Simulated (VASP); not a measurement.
# AlN (P6_3mc) in VASP: notebook

The runs below take AlN through single point, with PBE.

Program: VASP 6.6.1. These are calculated values, not measurements. Logs are shortened: lines on timing, memory, paths and dates and some standing lists are left out, and cuts for length are marked.

## 1. The cell of the first run

It takes space group P6_3mc (No. 186, hexagonal). Conventional cell: a = 3.111 Å, b = 3.111 Å, c = 4.978 Å, α = 90.00°, β = 90.00°, γ = 120.00°. Al (site symmetry 3m) has 4 N at 1.61 to 2.00 Å within 2.1 Å. Within 2.1 Å of N (site symmetry 3m) lie 4 Al at 1.61 to 2.00 Å.

## 2. Single point, PBE (mode 7 (584.8 1/cm) frozen in, largest displacement -0.200 Å)

INCAR

```
ALGO     = Normal         # electronic algorithm
EDIFF    = 1E-7           # SCF threshold, eV
ENCUT    = 520            # plane-wave cutoff, eV
GGA      = PE             # functional
ISIF     = 2              # what is computed and relaxed
ISMEAR   = 0              # smearing method
LASPH    = True           # aspherical terms in the spheres
LCHARG   = True           # write CHGCAR
LELF     = True           # ELF
LREAL    = False          # projectors in reciprocal space
LVHAR    = True         
LWAVE    = False          # write WAVECAR
NBANDS   = 16             # bands
NELM     = 100            # most SCF steps
PREC     = Accurate       # precision mode
SIGMA    = 0.05           # smearing width, eV
```

KPOINTS

```
k-points
0
Gamma
  12 12 6
```

POSCAR

```
AlN
1.0
    3.1110021516      0.0000000000      0.0000000000
   -1.5555010758      2.6942068945      0.0000000000
    0.0000000000      0.0000000000      4.9780000000
Al N
2 2
Direct
    0.3333333333      0.6666666667      0.0208570808
    0.6666666667      0.3333333333      0.5208570808
    0.3333333333      0.6666666667      0.3448232222
    0.6666666667      0.3333333333      0.8448232222
```

Potentials or basis: VASP PAW PBE potentials, release 64 (Al, N).

Run with:

```
$ cat potpaw_PBE.64/Al/POTCAR potpaw_PBE.64/N/POTCAR > POTCAR
$ mpirun -np 1 vasp_std > vasp.out
```

OUTCAR:

```text
EDIFF = 1E-7
   ENCUT = 520
   GGA = PE
   ISIF = 2
   ISMEAR = 0
   LASPH = True
   LREAL = False
   NELM = 100
   PREC = Accurate

 ion  position               nearest neighbor table
   1  0.333  0.667  0.021-   3 1.61   4 2.00   4 2.00   4 2.00   2 3.07   2 3.07   2 3.07   2 3.07
                             2 3.07   2 3.07
   2  0.667  0.333  0.521-   4 1.61   3 2.00   3 2.00   3 2.00   1 3.07   1 3.07   1 3.07   1 3.07
                             1 3.07   1 3.07
   3  0.333  0.667  0.345-   1 1.61   2 2.00   2 2.00   2 2.00
   4  0.667  0.333  0.845-   2 1.61   1 2.00   1 2.00   1 2.00

  LATTYP: Found a hexagonal cell.
 ALAT       =     3.1110021516
 C/A-ratio  =     1.6001274694

  Lattice vectors:

 A1 = (   3.1110021516,   0.0000000000,   0.0000000000)
 A2 = (  -1.5555010758,   2.6942068945,   0.0000000000)
 A3 = (   0.0000000000,   0.0000000000,   4.9780000000)

Analysis of symmetry for initial positions (statically):
=====================================================================
 Subroutine PRICEL returns:
 Original cell was already a primitive cell.

 Routine SETGRP: Setting up the symmetry group for a
 hexagonal supercell.

 Subroutine GETGRP returns: Found 12 space group operations
 (whereof  6 operations were pure point group operations)
 out of a pool of 24 trial point group operations.

The static configuration has the point symmetry C_3v.
 The point group associated with its full space group is C_6v.

Analysis of symmetry for dynamics (positions and initial velocities):
=====================================================================
 Subroutine PRICEL returns:
 Original cell was already a primitive cell.

 Routine SETGRP: Setting up the symmetry group for a
 hexagonal supercell.

 Subroutine GETGRP returns: Found 12 space group operations
 (whereof  6 operations were pure point group operations)
 out of a pool of 24 trial point group operations.

The dynamic configuration has the point symmetry C_3v.
 The point group associated with its full space group is C_6v.

 Subroutine INISYM returns: Found 12 space group operations
 (whereof  6 operations are pure point group operations),
 and found     1 'primitive' translations

----------------------------------------------------------------------------------------

[... 91 lines left out ...]
   LNONCOLLINEAR =      F non collinear calculations
   LSORBIT =      F    spin-orbit coupling
   LASPH  =      T    aspherical Exc in radial PAW
   ENCUT  =  520.0 eV  38.22 Ry    6.18 a.u.   5.78  5.78  9.26*2*pi/ulx,y,z
   NELM   =    100;   NELMIN=  2; NELMDL= -5     # of ELM steps
   EDIFF  = 0.1E-06   stopping-criterion for ELM
   LREAL  =      F    real-space projection
   EDIFFG = 0.1E-05   stopping-criterion for IOM
   NSW    =      0    number of steps for IOM
   IBRION =     -1    ionic relax: 0-MD 1-quasi-New 2-CG
   NFREE  =      0    steps in history (QN), initial steepest desc. (CG)
   ISIF   =      2    stress and relaxation
   ISYM   =      2    0-nonsym 1-usesym 2-fastsym
   POTIM  = 0.5000    time-step for ionic-motion
   TEBEG  =    0.0;   TEEND  =   0.0 temperature during run
   PSTRESS=    0.0 pullay stress
   NELECT =      16.0000    total number of electrons
   NUPDOWN=      -1.0000    fix difference up-down
   EMIN   =  10.00;   EMAX   =-10.00  energy-range for DOS
   EFERMI =   0.00;   METHOD = LEGACY
   ISMEAR =     0;   SIGMA  =   0.05  broadening in eV -4-tet -1-fermi 0-gaus
   EFERMI_NEDOS =   21; number of points for ismear=-14 and -15
   IALGO  =     38    algorithm
   IMIX   =      4    mixing-type and parameters
     AMIX     =   0.40;   BMIX     =  1.00
     AMIX_MAG =   1.60;   BMIX_MAG =  1.00
  volume/ion in A,a.u.               =      10.43        70.39
  Fermi-wavevector in a.u.,A,eV,Ry     =   1.189377  2.247596 19.247033  1.414617
  Thomas-Fermi vector in A             =   2.325485
   LORBIT       =      0    0 simple, 1 ext, 2 COOP (PROOUT), +10 PAW based schemes
   GGA     = PE    functional components
   LHFCALC =     F    Hartree Fock is set to
   AEXX    =    0.0000 exact exchange contribution
   IVDW    =     0    specifies the selected vdW correction
   LEPSILON=     F    determine dielectric tensor
   LRPA    =     F    only Hartree local field effects (RPA)
 non-spin polarized calculation
 Gauss-broadening in eV      SIGMA  =   0.05
  energy-cutoff  :      520.00
  volume of cell :       41.72
 maximum number of plane-waves:      1152
 NGX is ok and might be reduce to    24
   NGX = 11   NGY = 11   NGZ = 19

 number of electron      15.9999997 magnetization

 Free energy of the ion-electron system (eV)
  ---------------------------------------------------
  ext. energy  EPLUGINS =         0.00000000
  ---------------------------------------------------
  free energy    TOTEN  =       -27.95236803 eV

  energy without entropy =      -27.95236803  energy(sigma->0) =      -27.95236803

 E-fermi :   6.4747     XC(G=0): -10.8994

 val. band max:        6.2206080682   @ k =   0.0000   0.0000   0.0000
 cond. band min:      10.1646830148   @ k =   0.0000   0.0000   0.0000
 fundamental gap:      3.9440749466
 Fermi energy:         6.4747166820

 k-point     1 :       0.0000    0.0000    0.0000
  band No.  band energies     occupation
      1      -9.0688      2.00000
      2      -6.9188      2.00000
      3      -0.0690      2.00000
      4       5.2467      2.00000
      5       5.6015      2.00000
      6       5.6015      2.00000
[... 433 lines left out ...]
      3       1.1879      2.00000
      4       2.1545      2.00000
      5       2.8758      2.00000
      6       4.6284      2.00000
[... 8 lines left out ...]
     15      18.7557      0.00000
     16      20.5786      0.00000

 [... further k-points ...]
[... 5 lines left out ...]
  --------------------------------------------------------------------------------------
  -------------------------------------------------------------------------------------
  Total       -1.5725413     -1.5725413     18.5954209      0.0000000      0.0000000      0.0000000
  in kB      -60.3846401    -60.3846401    714.0530020      0.0000000      0.0000000      0.0000000
  external PRESSURE =     197.7612406 kB  Pullay stress =       0.0000000 kB

 VOLUME and BASIS-vectors are now :
 -----------------------------------------------------------------------------
  energy-cutoff  :      520.00
  volume of cell :       41.72
      direct lattice vectors                 reciprocal lattice vectors
     3.111002152  0.000000000  0.000000000     0.321439829  0.185583372  0.000000000
    -1.555501076  2.694206895  0.000000000     0.000000000  0.371166744  0.000000000
     0.000000000  0.000000000  4.978000000     0.000000000  0.000000000  0.200883889

 POSITION                                       TOTAL-FORCE (eV/Angst)
 -----------------------------------------------------------------------------------
     -0.00000      1.79614      0.10383        -0.000000     -0.000000     -8.024987
      1.55550      0.89807      2.59283         0.000000     -0.000000     -8.024987
     -0.00000      1.79614      1.71653         0.000000     -0.000000      8.024987
      1.55550      0.89807      4.20553        -0.000000      0.000000      8.024987
 -----------------------------------------------------------------------------------
    total drift:                               -0.000000      0.000000      0.001183

  FREE ENERGIE OF THE ION-ELECTRON SYSTEM (eV)
  ---------------------------------------------------
  free  energy   TOTEN  =       -27.9523680260 eV

  energy  without entropy=      -27.9523680260  energy(sigma->0) =      -27.95236803
```

OSZICAR:

```text
N       E                     dE             d eps       ncg     rms          rms(c)
DAV:   1     0.432120068088E+02    0.43212E+02   -0.73338E+03  2432   0.894E+02
DAV:   2    -0.299312542715E+02   -0.73143E+02   -0.66966E+02  3440   0.189E+02
DAV:   3    -0.334958530223E+02   -0.35646E+01   -0.35554E+01  2944   0.431E+01
DAV:   4    -0.335172008968E+02   -0.21348E-01   -0.21347E-01  3144   0.377E+00
DAV:   5    -0.335174782890E+02   -0.27739E-03   -0.27739E-03  3040   0.432E-01    0.132E+01
DAV:   6    -0.279811513325E+02    0.55363E+01   -0.12069E+01  2840   0.255E+01    0.459E+00
DAV:   7    -0.279753260899E+02    0.58252E-02   -0.73567E-01  2632   0.622E+00    0.308E+00
DAV:   8    -0.279545203376E+02    0.20806E-01   -0.62570E-02  2856   0.228E+00    0.419E-01
DAV:   9    -0.279519053760E+02    0.26150E-02   -0.11683E-02  3272   0.798E-01    0.253E-01
DAV:  10    -0.279523971960E+02   -0.49182E-03   -0.16739E-03  2600   0.300E-01    0.982E-02
DAV:  11    -0.279523667437E+02    0.30452E-04   -0.30856E-04  2592   0.147E-01    0.222E-02
DAV:  12    -0.279523669870E+02   -0.24320E-06   -0.20503E-05  3208   0.363E-02    0.972E-03
DAV:  13    -0.279523680538E+02   -0.10668E-05   -0.19406E-06  2592   0.113E-02    0.280E-03
DAV:  14    -0.279523680260E+02    0.27787E-07   -0.69224E-08  2408   0.200E-03
   1 F= -.27952368E+02 E0= -.27952368E+02  d E =-.532123E-15
```

stdout:

```text
POSCAR found type information on POSCAR AlN
 POSCAR found :  2 types and       4 ions
 scaLAPACK will be used
 LDA part: xc-table for (Slater+PW92), standard interpolation
 POSCAR, INCAR and KPOINTS ok, starting setup
 FFT: planning ... GRIDC
 FFT: planning ... GRID_SOFT
 FFT: planning ... GRID
 WAVECAR not read
 entering main loop
```

Run time: 37 s. Hardware: 1 thread of Intel Xeon Platinum 8259CL at 2.50GHz (Skylake/Cascade Lake), shared host; peak memory 0.18 GiB.

Results:

* Free energy: -27.9524 eV
* Pressure: 19.8 GPa
* Largest force: 8.025 eV/Å
* Band gap on the k mesh: 3.94 eV, direct

Forces on the atoms (eV/Å):
```
Al   0.000  0.000 -8.025
Al   0.000  0.000 -8.025
N    0.000  0.000  8.025
N    0.000  0.000  8.025
```

Caveat: the cell differs from its parent crystal (mode 7 (584.8 1/cm) frozen in, largest displacement -0.200 Å); forces of over 1 eV/Å act on the atoms, so gaps and moduli don't describe the material at rest. A k mesh can miss the band edges.

(Continued in part 2 of 2.)
